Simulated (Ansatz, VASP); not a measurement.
**Mn: VASP beside Ansatz**

```
Mn
1.0
     2.82632    0.00000    0.00000
    -1.41316    2.44766    0.00000
     0.00000    0.00000    8.52514
Mn
4
Direct
  0.00000 0.00000 0.00000
  0.00000 0.00000 0.50000
  0.33333 0.66667 0.25000
  0.66667 0.33333 0.75000
```

Alike in both runs: task single point; functional r2SCAN; k mesh 17 × 17 × 5; occupations fermi-dirac, width 0.05 eV; collinear spin.

```csv
,VASP,Ansatz
version,VASP 6.6.1,Ansatz 0.2.0
potentials or method,"VASP PAW PBE potentials, release 64 (Mn_pv), cutoff 520 eV","plane waves (500 eV) with PAW, scalar-relativistic"
valence electrons in the cell,52,60
```

Ansatz gave:

| Quantity | Value |
| --- | --- |
| net moment per atom (μB) | 0.01 |
| size of the moment on the site where the two differ most (μB) | 3.68 |

Q: What did VASP give for the same quantities?

A: net moment per atom (μB): 0.01; size of the moment on the site where the two differ most (μB): 3.69.

VASP's potentials were made for PBE, not for r2SCAN. Site moments also hang on the region over which each program counts them. VASP's potentials hold 52 valence electrons a cell and Ansatz's 60, so a difference there can come from the potentials and not from the codes. Ansatz's warnings: stability check not made.
